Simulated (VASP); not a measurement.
# C (Fd-3m) in VASP: single point with PBE

Aim: the single point of C with PBE.

Program: VASP 6.6.1. These are calculated values, not measurements. Logs are shortened: lines on timing, memory, paths and dates and some standing lists are left out, and cuts for length are marked.

### Step 1. The cell of the first run

The structure is cubic, space group Fd-3m (No. 227). Conventional cell: a = 3.572 Å, b = 3.572 Å, c = 3.572 Å, α = 90.00°, β = 90.00°, γ = 90.00°. C (site symmetry -43m) has 4 C at 1.55 Å within 2.1 Å.

### Step 2. Single point, PBE

INCAR

```
SYSTEM = C
ALGO = Normal ; EDIFF = 1E-6
ENCUT = 600 ; GGA = PE
GGA_COMPAT = .False. ; ISIF = 2
ISMEAR = -1 ; LASPH = .True.
LCHARG = .False. ; LREAL = .False.
LWAVE = .False. ; NBANDS = 26
NELM = 120 ; PREC = Accurate
SIGMA = 0.01
```

KPOINTS

```
k-points
0
Gamma
  3 3 3
  0 0 0
```

POSCAR

```
C
1.0
    3.5716218667      0.0000000000      0.0000000000
    0.0000000000      3.5716218667      0.0000000000
    0.0000000000      0.0000000000      3.5716218667
C
8
Direct
    0.0000000000      0.0000000000      0.0000000000
    0.0000000000      0.5000000000      0.5000000000
    0.5000000000      0.0000000000      0.5000000000
    0.5000000000      0.5000000000      0.0000000000
    0.2500000000      0.2500000000      0.2500000000
    0.2500000000      0.7500000000      0.7500000000
    0.7500000000      0.2500000000      0.7500000000
    0.7500000000      0.7500000000      0.2500000000
```

Potentials or basis: VASP PAW PBE potentials, release 64 (C).

On the command line:

```bash
cat potpaw_PBE.64/C/POTCAR > POTCAR
mpirun -np 1 vasp_std > vasp.out
```

OUTCAR:

```text
SYSTEM = C
   EDIFF = 1E-6
   ENCUT = 600
   GGA = PE
   ISIF = 2
   ISMEAR = -1
   LASPH = .True.
   LREAL = .False.
   NELM = 120
   PREC = Accurate

 ion  position               nearest neighbor table
   1  0.000  0.000  0.000-   5 1.55   6 1.55   7 1.55   8 1.55
   2  0.000  0.500  0.500-   5 1.55   6 1.55   7 1.55   8 1.55
   3  0.500  0.000  0.500-   5 1.55   6 1.55   7 1.55   8 1.55
   4  0.500  0.500  0.000-   5 1.55   6 1.55   7 1.55   8 1.55
   5  0.250  0.250  0.250-   1 1.55   2 1.55   3 1.55   4 1.55
   6  0.250  0.750  0.750-   1 1.55   2 1.55   3 1.55   4 1.55
   7  0.750  0.250  0.750-   1 1.55   2 1.55   3 1.55   4 1.55
   8  0.750  0.750  0.250-   1 1.55   2 1.55   3 1.55   4 1.55

  LATTYP: Found a simple cubic cell.
 ALAT       =     3.5716218667

  Lattice vectors:

 A1 = (   3.5716218667,   0.0000000000,   0.0000000000)
 A2 = (   0.0000000000,   3.5716218667,   0.0000000000)
 A3 = (   0.0000000000,   0.0000000000,   3.5716218667)

Analysis of symmetry for initial positions (statically):
=====================================================================
 Subroutine PRICEL returns following result:

  LATTYP: Found a face centered cubic cell.
 ALAT       =     3.5716218667

  Lattice vectors:

 A1 = (   1.7858109334,  -1.7858109334,   0.0000000000)
 A2 = (   1.7858109334,   0.0000000000,   1.7858109334)
 A3 = (   0.0000000000,  -1.7858109334,   1.7858109334)

   4 primitive cells build up your supercell.

 Routine SETGRP: Setting up the symmetry group for a
 simple cubic supercell.

 Subroutine GETGRP returns: Found 48 space group operations
 (whereof 24 operations were pure point group operations)
 out of a pool of 48 trial point group operations.

The static configuration has the point symmetry T_d .
 The point group associated with its full space group is O_h .

Analysis of symmetry for dynamics (positions and initial velocities):
=====================================================================
 Subroutine PRICEL returns following result:

  LATTYP: Found a face centered cubic cell.
 ALAT       =     3.5716218667

  Lattice vectors:

 A1 = (   1.7858109334,  -1.7858109334,   0.0000000000)
 A2 = (   1.7858109334,   0.0000000000,   1.7858109334)
 A3 = (   0.0000000000,  -1.7858109334,   1.7858109334)

   4 primitive cells build up your supercell.

 Routine SETGRP: Setting up the symmetry group for a
 simple cubic supercell.

 Subroutine GETGRP returns: Found 48 space group operations
 (whereof 24 operations were pure point group operations)
 out of a pool of 48 trial point group operations.

The dynamic configuration has the point symmetry T_d .
 The point group associated with its full space group is O_h .

 Subroutine INISYM returns: Found 48 space group operations
 (whereof 24 operations are pure point group operations),
 and found     4 'primitive' translations

----------------------------------------------------------------------------------------

                                     Primitive cell

  volume of cell :      11.3903

  direct lattice vectors                    reciprocal lattice vectors
     1.785810933 -1.785810933  0.000000000     0.279984846 -0.279984846 -0.279984846
     1.785810933  0.000000000  1.785810933     0.279984846  0.279984846  0.279984846
     0.000000000 -1.785810933  1.785810933    -0.279984846 -0.279984846  0.279984846

  length of vectors
     2.525518042  2.525518042  2.525518042     0.484947979  0.484947979  0.484947979

  position of ions in fractional coordinates (direct lattice)
     0.000000000  0.000000000  0.000000000
     0.750000000  0.750000000  0.750000000

  ion indices of the primitive-cell ions
   primitive index   ion index
                 1           1
                 2           5

----------------------------------------------------------------------------------------

 KPOINTS: k-points

Automatic generation of k-mesh.
 Grid dimensions read from file:
 generate k-points for:    3    3    3

 Generating k-lattice:

  Cartesian coordinates                     Fractional coordinates (reciprocal lattice)
     0.093328282  0.000000000  0.000000000     0.333333333  0.000000000  0.000000000
     0.000000000  0.093328282  0.000000000     0.000000000  0.333333333  0.000000000
     0.000000000  0.000000000  0.093328282     0.000000000  0.000000000  0.333333333

  Length of vectors
     0.093328282  0.093328282  0.093328282

  Shift w.r.t. Gamma in fractional coordinates (k-lattice)
     0.000000000  0.000000000  0.000000000

 Subroutine IBZKPT returns following result:
 ===========================================

 Found      4 irreducible k-points:

 Following reciprocal coordinates:
            Coordinates               Weight
  0.000000  0.000000  0.000000      1.000000
  0.333333  0.000000  0.000000      6.000000
  0.333333  0.333333  0.000000     12.000000
  0.333333  0.333333  0.333333      8.000000
   k-points           NKPTS =      4   k-points in BZ     NKDIM =      4   number of bands    NBANDS=     26
   number of dos      NEDOS =    301   number of ions     NIONS =      8
   total plane-waves  NPLWV =  27000
   dimension x,y,z NGX =    30 NGY =   30 NGZ =   30
   dimension x,y,z NGXF=    60 NGYF=   60 NGZF=   60
   ions per type =               8
   NGX,Y,Z   is equivalent  to a cutoff of  13.96, 13.96, 13.96 a.u.
   NGXF,Y,Z  is equivalent  to a cutoff of  27.93, 27.93, 27.93 a.u.
 SYSTEM =  C
   PREC   = accura    normal or accurate (medium, high low for compatibility)
   ISTART =      0    job   : 0-new  1-cont  2-samecut
   ICHARG =      2    charge: 1-file 2-atom 10-const
   ISPIN  =      1    spin polarized calculation?
   LNONCOLLINEAR =      F non collinear calculations
   LSORBIT =      F    spin-orbit coupling
   LASPH  =      T    aspherical Exc in radial PAW
   ENCUT  =  600.0 eV  44.10 Ry    6.64 a.u.   7.13  7.13  7.13*2*pi/ulx,y,z
   NELM   =    120;   NELMIN=  2; NELMDL= -5     # of ELM steps
   EDIFF  = 0.1E-05   stopping-criterion for ELM
   LREAL  =      F    real-space projection
   EDIFFG = 0.1E-04   stopping-criterion for IOM
   NSW    =      0    number of steps for IOM
   IBRION =     -1    ionic relax: 0-MD 1-quasi-New 2-CG
   NFREE  =      0    steps in history (QN), initial steepest desc. (CG)
   ISIF   =      2    stress and relaxation
   ISYM   =      2    0-nonsym 1-usesym 2-fastsym
   POTIM  = 0.5000    time-step for ionic-motion
   TEBEG  =    0.0;   TEEND  =   0.0 temperature during run
   PSTRESS=    0.0 pullay stress
   NELECT =      32.0000    total number of electrons
   NUPDOWN=      -1.0000    fix difference up-down
   EMIN   =  10.00;   EMAX   =-10.00  energy-range for DOS
   EFERMI =   0.00;   METHOD = LEGACY
   ISMEAR =    -1;   SIGMA  =   0.01  broadening in eV -4-tet -1-fermi 0-gaus
   EFERMI_NEDOS =   21; number of points for ismear=-14 and -15
   IALGO  =     38    algorithm
   IMIX   =      4    mixing-type and parameters
     AMIX     =   0.40;   BMIX     =  1.00
     AMIX_MAG =   1.60;   BMIX_MAG =  1.00
  volume/ion in A,a.u.               =       5.70        38.43
  Fermi-wavevector in a.u.,A,eV,Ry     =   1.455211  2.749950 28.812235  2.117640
  Thomas-Fermi vector in A             =   2.572272
   LORBIT       =      0    0 simple, 1 ext, 2 COOP (PROOUT), +10 PAW based schemes
   GGA     = PE    functional components
   LHFCALC =     F    Hartree Fock is set to
   AEXX    =    0.0000 exact exchange contribution
   IVDW    =     0    specifies the selected vdW correction
   LEPSILON=     F    determine dielectric tensor
   LRPA    =     F    only Hartree local field effects (RPA)
 non-spin polarized calculation
  energy-cutoff  :      600.00
  volume of cell :       45.56
 maximum number of plane-waves:      1526
 NGX is ok and might be reduce to    30
   NGX = 15   NGY = 15   NGZ = 15

 number of electron      31.9999991 magnetization

 Free energy of the ion-electron system (eV)
  ---------------------------------------------------
  ext. energy  EPLUGINS =         0.00000000
  ---------------------------------------------------
  free energy    TOTEN  =       -72.69601495 eV

  energy without entropy =      -72.69601495  energy(sigma->0) =      -72.69601495

 E-fermi :   9.9186     XC(G=0): -13.2280

 val. band max:        9.6748044227   @ k =   0.0000   0.0000   0.0000
 cond. band min:      13.8166416652   @ k =   0.3333   0.0000   0.0000
 fundamental gap:      4.1418372425
 Fermi energy:         9.9186354009

 k-point     1 :       0.0000    0.0000    0.0000
  band No.  band energies     occupation
      1     -11.7488      2.00000
      2      -3.0621      2.00000
      3      -3.0621      2.00000
      4      -3.0621      2.00000
      5      -3.0621      2.00000
      6      -3.0621      2.00000
[... 18 lines left out ...]
     25      15.2524      0.00000
     26      22.9122      0.00000

 k-point     2 :       0.3333    0.0000    0.0000
  band No.  band energies     occupation
      1     -10.7299      2.00000
      2      -7.7399      2.00000
      3      -2.5222      2.00000
      4      -2.5222      2.00000
      5      -2.5222      2.00000
      6      -2.5222      2.00000
[... 18 lines left out ...]
     25      18.6715      0.00000
     26      22.3128      0.00000

 k-point     3 :       0.3333    0.3333    0.0000
  band No.  band energies     occupation
      1      -9.7251      2.00000
      2      -6.8075      2.00000
      3      -6.8075      2.00000
      4      -4.3515      2.00000
      5      -1.2380      2.00000
      6       0.3346      2.00000
[... 18 lines left out ...]
     25      21.0453      0.00000
     26      21.0453      0.00000

 k-point     4 :       0.3333    0.3333    0.3333
  band No.  band energies     occupation
      1      -8.7421      2.00000
      2      -6.0156      2.00000
      3      -6.0156      2.00000
      4      -6.0156      2.00000
      5      -2.3028      2.00000
      6      -2.3028      2.00000
[... 18 lines left out ...]
     25      20.3758      0.00000
     26      20.8478      0.00000

------------------------ aborting loop because EDIFF is reached ----------------------------------------

  FORCE on cell =-STRESS in cart. coord.  units (eV):
  Direction    XX          YY          ZZ          XY          YZ          ZX
  --------------------------------------------------------------------------------------
  -------------------------------------------------------------------------------------
  Total        0.0609244      0.0609244      0.0609244      0.0000000     -0.0000000     -0.0000000
  in kB        2.1424252      2.1424252      2.1424252      0.0000000     -0.0000000     -0.0000000
  external PRESSURE =       2.1424252 kB  Pullay stress =       0.0000000 kB

 VOLUME and BASIS-vectors are now :
 -----------------------------------------------------------------------------
  energy-cutoff  :      600.00
  volume of cell :       45.56
      direct lattice vectors                 reciprocal lattice vectors
     3.571621867  0.000000000  0.000000000     0.279984846  0.000000000  0.000000000
     0.000000000  3.571621867  0.000000000     0.000000000  0.279984846  0.000000000
     0.000000000  0.000000000  3.571621867     0.000000000  0.000000000  0.279984846

 POSITION                                       TOTAL-FORCE (eV/Angst)
 -----------------------------------------------------------------------------------
      0.00000      0.00000      0.00000        -0.000000      0.000000     -0.000000
      0.00000      1.78581      1.78581         0.000000     -0.000000      0.000000
      1.78581      0.00000      1.78581        -0.000000      0.000000      0.000000
      1.78581      1.78581      0.00000         0.000000      0.000000     -0.000000
      0.89291      0.89291      0.89291         0.000000      0.000000      0.000000
      0.89291      2.67872      2.67872         0.000000     -0.000000      0.000000
      2.67872      0.89291      2.67872         0.000000     -0.000000      0.000000
      2.67872      2.67872      0.89291        -0.000000     -0.000000     -0.000000
 -----------------------------------------------------------------------------------
    total drift:                                0.000000      0.000000      0.000000

  FREE ENERGIE OF THE ION-ELECTRON SYSTEM (eV)
  ---------------------------------------------------
  free  energy   TOTEN  =       -72.6960149503 eV

  energy  without entropy=      -72.6960149503  energy(sigma->0) =      -72.69601495
```

It used 9.4 s of CPU time on 1 thread of AMD EPYC 7R13 Processor (Zen 3), with other jobs on the host.

Results:

```yaml
Free_energy: -72.6960 eV
Pressure: 0.2 GPa
Band_gap_on_the_k_mesh: 4.14 eV
```

Caveat: the k points lie up to 0.59 Å⁻¹ apart. A k mesh can miss the band edges.
